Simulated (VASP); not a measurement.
# AlCu (P4mm) in VASP: a series of runs

Runs on AlCu. Level: LDA. Tasks: single point.

All numbers are computed with VASP 6.6.1; they aren't measurements. Logs are shortened: lines on timing, memory, paths and dates and some standing lists are left out, and cuts for length are marked.

## (1) The cell of the first run

Symmetry: P4mm, No. 99, tetragonal system. Conventional cell: a = 2.998 Å, b = 2.998 Å, c = 2.998 Å, α = 90.00°, β = 90.00°, γ = 90.00°. Within 3.2 Å of Al (site symmetry 4mm) lie 8 Cu at 2.40 to 2.83 Å and 6 Al at 3.00 Å. Within 3.2 Å of Cu (site symmetry 4mm) lie 8 Al at 2.40 to 2.83 Å and 6 Cu at 3.00 Å.

## (2) Single point, LDA (all Cu atoms moved +0.375 Å, as atom 2 along Cartesian [0 0 1])

INCAR

```
SYSTEM = AlCu
PREC = Accurate ; ENCUT = 520
EDIFF = 1E-6 ; ISMEAR = 0
SIGMA = 0.15 ; LREAL = .FALSE.
LASPH = .TRUE. ; NELM = 80
ALGO = Fast ; ISIF = 2
LWAVE = .FALSE. ; LCHARG = .FALSE.
NBANDS = 14
```

KPOINTS

```
Automatic mesh
0
G
  16 16 16
  0 0 0
```

POSCAR

```
AlCu
1.0
    2.9975090000      0.0000000000      0.0000000000
    0.0000000000      2.9975090000      0.0000000000
    0.0000000000      0.0000000000      2.9975090000
Al Cu
1 1
Direct
    0.0000000000      0.0000000000      0.0000000000
    0.5000000000      0.5000000000      0.6251038779
```

Potentials or basis: VASP PAW LDA potentials, release 64 (Al, Cu).

Run with:

```console
$ cat potpaw_LDA.64/Al/POTCAR potpaw_LDA.64/Cu/POTCAR > POTCAR
$ mpirun -np 1 vasp_std > vasp.out
```

OUTCAR:

```text
SYSTEM = AlCu
   PREC = Accurate
   ENCUT = 520
   EDIFF = 1E-6
   ISMEAR = 0
   LREAL = .FALSE.
   LASPH = .TRUE.
   NELM = 80
   ISIF = 2

 ion  position               nearest neighbor table
   1  0.000  0.000  0.000-   2 2.40   2 2.40   2 2.40   2 2.40   2 2.83   2 2.83   2 2.83   2 2.83

   2  0.500  0.500  0.625-   1 2.40   1 2.40   1 2.40   1 2.40   1 2.83   1 2.83   1 2.83   1 2.83

  LATTYP: Found a simple cubic cell.
 ALAT       =     2.9975090000

  Lattice vectors:

 A1 = (   2.9975090000,   0.0000000000,   0.0000000000)
 A2 = (   0.0000000000,   2.9975090000,   0.0000000000)
 A3 = (   0.0000000000,   0.0000000000,   2.9975090000)

Analysis of symmetry for initial positions (statically):
=====================================================================
 Subroutine PRICEL returns:
 Original cell was already a primitive cell.

 Routine SETGRP: Setting up the symmetry group for a
 simple cubic supercell.

 Subroutine GETGRP returns: Found  8 space group operations
 (whereof  8 operations were pure point group operations)
 out of a pool of 48 trial point group operations.

The static configuration has the point symmetry C_4v.

Analysis of symmetry for dynamics (positions and initial velocities):
=====================================================================
 Subroutine PRICEL returns:
 Original cell was already a primitive cell.

 Routine SETGRP: Setting up the symmetry group for a
 simple cubic supercell.

 Subroutine GETGRP returns: Found  8 space group operations
 (whereof  8 operations were pure point group operations)
 out of a pool of 48 trial point group operations.

The dynamic configuration has the point symmetry C_4v.

 Subroutine INISYM returns: Found  8 space group operations
 (whereof  8 operations are pure point group operations),
 and found     1 'primitive' translations

----------------------------------------------------------------------------------------

                                     Primitive cell

  volume of cell :      26.9328

  direct lattice vectors                    reciprocal lattice vectors
     2.997509000  0.000000000  0.000000000     0.333610341  0.000000000  0.000000000
     0.000000000  2.997509000  0.000000000     0.000000000  0.333610341  0.000000000
     0.000000000  0.000000000  2.997509000     0.000000000  0.000000000  0.333610341

  length of vectors
     2.997509000  2.997509000  2.997509000     0.333610341  0.333610341  0.333610341

  position of ions in fractional coordinates (direct lattice)
     0.000000000  0.000000000  0.000000000
     0.500000000  0.500000000  0.625103878

  ion indices of the primitive-cell ions
   primitive index   ion index
                 1           1
                 2           2

[... 81 lines left out ...]
   PSTRESS=    0.0 pullay stress
   NELECT =      14.0000    total number of electrons
   NUPDOWN=      -1.0000    fix difference up-down
   EMIN   =  10.00;   EMAX   =-10.00  energy-range for DOS
   EFERMI =   0.00;   METHOD = LEGACY
   ISMEAR =     0;   SIGMA  =   0.15  broadening in eV -4-tet -1-fermi 0-gaus
   EFERMI_NEDOS =   21; number of points for ismear=-14 and -15
   IALGO  =     68    algorithm
   IMIX   =      4    mixing-type and parameters
     AMIX     =   0.40;   BMIX     =  1.00
     AMIX_MAG =   1.60;   BMIX_MAG =  1.00
  volume/ion in A,a.u.               =      13.47        90.88
  Fermi-wavevector in a.u.,A,eV,Ry     =   1.316306  2.487459 23.574307  1.732663
  Thomas-Fermi vector in A             =   2.446428
   LORBIT       =      0    0 simple, 1 ext, 2 COOP (PROOUT), +10 PAW based schemes
   GGA     = CA    functional components
   LHFCALC =     F    Hartree Fock is set to
   AEXX    =    0.0000 exact exchange contribution
   IVDW    =     0    specifies the selected vdW correction
   LEPSILON=     F    determine dielectric tensor
   LRPA    =     F    only Hartree local field effects (RPA)
 non-spin polarized calculation
 RMM-DIIS sequential band-by-band and
 Gauss-broadening in eV      SIGMA  =   0.15
  energy-cutoff  :      520.00
  volume of cell :       26.93
 maximum number of plane-waves:       743
 NGX is ok and might be reduce to    24
   NGX = 11   NGY = 11   NGZ = 11

 number of electron      14.0000020 magnetization

 Free energy of the ion-electron system (eV)
  ---------------------------------------------------
  ext. energy  EPLUGINS =         0.00000000
  ---------------------------------------------------
  free energy    TOTEN  =        -8.94841641 eV

  energy without entropy =       -8.94143893  energy(sigma->0) =       -8.94492767

 E-fermi :   8.7630     XC(G=0): -11.7138

 val. band max:        8.7596526949   @ k =   0.1875   0.2500   0.2500
 cond. band min:       8.7675825192   @ k =   0.4375   0.5000   0.5000
 fundamental gap:      0.0079298243
 Fermi energy:         8.7630238933

 k-point     1 :       0.0000    0.0000    0.0000
  band No.  band energies     occupation
      1      -2.6120      2.00000
      2       3.7080      2.00000
      3       3.7965      2.00000
      4       4.6882      2.00000
      5       4.7872      2.00000
      6       4.7872      2.00000
      7      12.6208      0.00000
      8      12.6208      0.00000
      9      12.8710      0.00000
     10      15.1744      0.00000
     11      15.3096      0.00000
     12      18.2067      0.00000
     13      26.5762      0.00000
     14      26.5924      0.00000
[... 377 lines left out ...]
      1      -1.9569      2.00000
      2       3.7257      2.00000
      3       3.8748      2.00000
      4       4.5392      2.00000
      5       4.6359      2.00000
      6       4.7863      2.00000
      7       9.0362      0.01002
      8      12.6898      0.00000
      9      13.3987      0.00000
     10      16.0321      0.00000
     11      17.5307      0.00000
     12      21.0880      0.00000
     13      22.8987      0.00000
     14      23.3386      0.00000

 [... further k-points ...]
[... 5 lines left out ...]
  --------------------------------------------------------------------------------------
  -------------------------------------------------------------------------------------
  Total       -0.1400302     -0.1400302     -0.8471528      0.0000000      0.0000000     -0.0000000
  in kB       -8.3301127     -8.3301127    -50.3953951      0.0000000      0.0000000     -0.0000000
  external PRESSURE =     -22.3518735 kB  Pullay stress =       0.0000000 kB

 VOLUME and BASIS-vectors are now :
 -----------------------------------------------------------------------------
  energy-cutoff  :      520.00
  volume of cell :       26.93
      direct lattice vectors                 reciprocal lattice vectors
     2.997509000  0.000000000  0.000000000     0.333610341  0.000000000  0.000000000
     0.000000000  2.997509000  0.000000000     0.000000000  0.333610341  0.000000000
     0.000000000  0.000000000  2.997509000     0.000000000  0.000000000  0.333610341

 POSITION                                       TOTAL-FORCE (eV/Angst)
 -----------------------------------------------------------------------------------
      0.00000      0.00000      0.00000        -0.000000      0.000000      1.236866
      1.49875      1.49875      1.87375         0.000000     -0.000000     -1.236866
 -----------------------------------------------------------------------------------
    total drift:                                0.000000     -0.000000      0.000200

  FREE ENERGIE OF THE ION-ELECTRON SYSTEM (eV)
  ---------------------------------------------------
  free  energy   TOTEN  =        -8.9484164112 eV

  energy  without entropy=       -8.9414389287  energy(sigma->0) =       -8.94492767
```

OSZICAR:

```text
N       E                     dE             d eps       ncg     rms          rms(c)
DAV:   1     0.537173898242E+02    0.53717E+02   -0.60166E+03 11598   0.130E+03
DAV:   2    -0.849750086567E+01   -0.62215E+02   -0.55963E+02 11910   0.213E+02
DAV:   3    -0.107642642387E+02   -0.22668E+01   -0.22063E+01 14940   0.456E+01
DAV:   4    -0.108024575545E+02   -0.38193E-01   -0.38179E-01 13352   0.494E+00
[... 11 lines left out ...]
RMM:  16    -0.894841869051E+01    0.66105E-05   -0.21834E-05 15002   0.689E-02    0.402E-02
RMM:  17    -0.894842519757E+01   -0.65071E-05   -0.88417E-06 14406   0.396E-02    0.719E-02
RMM:  18    -0.894841889864E+01    0.62989E-05   -0.30291E-06 12754   0.324E-02    0.422E-02
RMM:  19    -0.894841679671E+01    0.21019E-05   -0.20133E-06 10654   0.164E-02    0.191E-02
RMM:  20    -0.894841641122E+01    0.38549E-06   -0.11951E-06  8043   0.929E-03
   1 F= -.89484164E+01 E0= -.89449277E+01  d E =-.697748E-02
```

It took 4.5 min on 1 thread of AMD EPYC 7R43 (Zen 3), shared host; peak memory 0.22 GiB.

Results:

```yaml
Free_energy: -8.9484 eV
Pressure: -2.2 GPa
Largest_force: 1.237 eV/Å
Band_gap_on_the_k_mesh: zero (bands 7 and 8 overlap by 4.79 eV)
```

Forces on the atoms (eV/Å):
```
Al   0.000  0.000  1.237
Cu   0.000  0.000 -1.237
```

Levels at points of the mesh, in eV from the Fermi level:
| k point | band 5 | band 6 | band 7 | band 8 | band 9 | band 10 |
| --- | --- | --- | --- | --- | --- | --- |
| (0.00, 0.00, 0.00) | -3.98 | -3.98 | 3.86 | 3.86 | 4.11 | 6.41 |
| (0.50, 0.00, 0.00) | -4.35 | -3.93 | -3.27 | 7.40 | 8.04 | 8.08 |
| (0.00, 0.00, 0.50) | -4.38 | -4.03 | -3.15 | 7.36 | 7.36 | 7.54 |
| (0.50, 0.50, 0.00) | -3.64 | -3.40 | -3.40 | -0.94 | -0.15 | 10.37 |
| (0.00, 0.50, 0.50) | -3.66 | -3.61 | -3.33 | -0.79 | -0.16 | 10.18 |
| (0.50, 0.50, 0.50) | -3.57 | 0.32 | 0.32 | 0.95 | 1.41 | 2.78 |

Caveat: the cell differs from its parent crystal (all Cu atoms moved +0.375 Å, as atom 2 along Cartesian [0 0 1]); forces of over 1 eV/Å act on the atoms, so gaps and moduli don't describe the material at rest.

## (3) Single point, LDA (all Cu atoms moved +0.312 Å, as atom 2 along Cartesian [0 0 1])

INCAR

```
PREC = Accurate ; ENCUT = 520
EDIFF = 1E-7 ; ISMEAR = 0
SIGMA = 0.15 ; LREAL = False
LASPH = True ; NELM = 60
ALGO = Fast ; ISIF = 2
LWAVE = False ; LCHARG = False
NBANDS = 14
```

KPOINTS

```
Automatic mesh
0
Gamma
  16 16 16
```

Edit POSCAR of step 2 so:

```diff
@@ -9,2 +9,2 @@
     0.0000000000      0.0000000000      0.0000000000
-    0.5000000000      0.5000000000      0.6251038779
+    0.5000000000      0.5000000000      0.6042532316
```

Potentials or basis: VASP PAW LDA potentials, release 64 (Al, Cu).

Run with:

```console
$ cat potpaw_LDA.64/Al/POTCAR potpaw_LDA.64/Cu/POTCAR > POTCAR
$ mpirun -np 1 vasp_std > vasp.out
```

It took 3.8 min on 1 thread of AMD EPYC 7R43 (Zen 3), shared host; peak memory 0.22 GiB.

The run converged. Its results:

- Free energy: -9.0193 eV
- Pressure: -3.8 GPa
- Largest force: 1.029 eV/Å
- Band gap on the k mesh: zero (bands 7 and 8 overlap by 4.76 eV)

Forces in eV/Å, atoms in the order of the input:
```
Al   0.000  0.000  1.029
Cu   0.000  0.000 -1.029
```

Stress tensor (GPa, compression positive):
```
-2.87  0.00  0.00
 0.00 -2.87  0.00
 0.00  0.00 -5.72
```

Levels at points of the mesh, in eV from the Fermi level:
```tsv
k point	band 4	band 5	band 6	band 7	band 8	band 9	band 10	band 11
(0.00, 0.00, 0.00)	-4.03	-3.96	-3.96	3.85	3.85	4.03	6.42	6.51
(0.50, 0.00, 0.00)	-4.47	-4.35	-3.91	-3.24	7.37	8.07	8.13	8.41
(0.00, 0.00, 0.50)	-4.38	-4.38	-3.98	-3.16	7.47	7.49	7.49	9.08
(0.50, 0.50, 0.00)	-4.43	-3.61	-3.45	-3.45	-0.91	-0.16	10.26	11.98
(0.00, 0.50, 0.50)	-4.27	-3.66	-3.59	-3.41	-0.81	-0.17	10.12	12.14
(0.50, 0.50, 0.50)	-3.59	-3.55	0.44	0.44	0.91	1.47	2.65	2.66
```

Caveat: the cell differs from its parent crystal (all Cu atoms moved +0.312 Å, as atom 2 along Cartesian [0 0 1]); the cell stands under tension; forces of over 1 eV/Å act on the atoms, so gaps and moduli don't describe the material at rest.

(Part 1 of 2 ends here.)
